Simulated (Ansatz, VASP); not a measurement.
## MgO in VASP and in Ansatz

INCAR

```
SYSTEM = MgO
PREC     = Accurate       ! precision mode
ENCUT    = 520            ! plane-wave cutoff, eV
EDIFF    = 1E-7           ! SCF threshold, eV
ISMEAR   = -1             ! smearing method
SIGMA    = 0.02           ! smearing width, eV
LREAL    = .FALSE.        ! projectors in reciprocal space
LASPH    = .TRUE.         ! aspherical terms in the spheres
NELM     = 80             ! most SCF steps
ALGO     = Normal         ! electronic algorithm
ISIF     = 2              ! what is computed and relaxed
LWAVE    = .FALSE.        ! write WAVECAR
LCHARG   = .TRUE.         ! write CHGCAR
GGA      = PE             ! functional
LELF     = .TRUE.         ! ELF
LVHAR    = .TRUE.       
NBANDS   = 11             ! bands
```

KPOINTS

```
regular mesh
0
G
  10 10 10
  0 0 0
```

Contents of POSCAR:

```
MgO
1.0
    0.0000000000      2.3584528521      2.3584528521
    2.3584528521      0.0000000000      2.3584528521
    2.3584528521      2.3584528521      0.0000000000
Mg O
1 1
Direct
    0.0000000000      0.0000000000      0.0000000000
    0.2500000000      0.2500000000      0.2500000000
```

Input for Ansatz:

```yaml
crystal:
  lattice:
    - [0.0, 2.3584528521, 2.3584528521]
    - [2.3584528521, 0.0, 2.3584528521]
    - [2.3584528521, 2.3584528521, 0.0]
  atoms:
    - { symbol: Mg, position: [0.0, 0.0, 0.0] }
    - { symbol: O, position: [0.25, 0.25, 0.25] }
kpoints:
  mp_grid: { grid: [10, 10, 10] }
  band_path:
    path:
      - [0.0, 0.0, 0.0]
      - [-0.5, -0.5, 0.0]
      - [-0.375, -0.375, 0.25]
      - [-0.375, 0.0, 0.375]
      - [0.0, 0.0, 0.5]
      - [-0.5, -0.25, 0.25]
    npoints: 1
hamiltonian:
  xc: pbe
scf:
  occupations: { method: fermi_dirac, width: 0.02 }
  n_extra_bands: 4
output:
  forces: true
  stress: true
  eigenvalues: true
```

Change from the starting cell: hydrostatic strain +3.4%.

Alike in both runs: task single point; functional PBE; k mesh 10 × 10 × 10; occupations fermi-dirac, width 0.02 eV; no spin polarisation.

|  | VASP | Ansatz |
| --- | --- | --- |
| version | VASP 6.6.1 | Ansatz 0.2.0 |
| potentials or method | VASP PAW PBE potentials, release 64 (Mg, O) | plane waves, PAW |
| plane-wave cutoff (eV) | 520 | 420 |
| valence electrons in the cell | 8 | 16 |

```csv
,VASP,Ansatz,Ansatz less VASP
gap on the k mesh at the Fermi level (eV),3.11,3.12,+0.018
pressure (GPa),-7.1,-6.7,+0.40
```

VASP's potentials hold 8 valence electrons a cell and Ansatz's 16, so a difference there can come from the potentials and not from the codes.
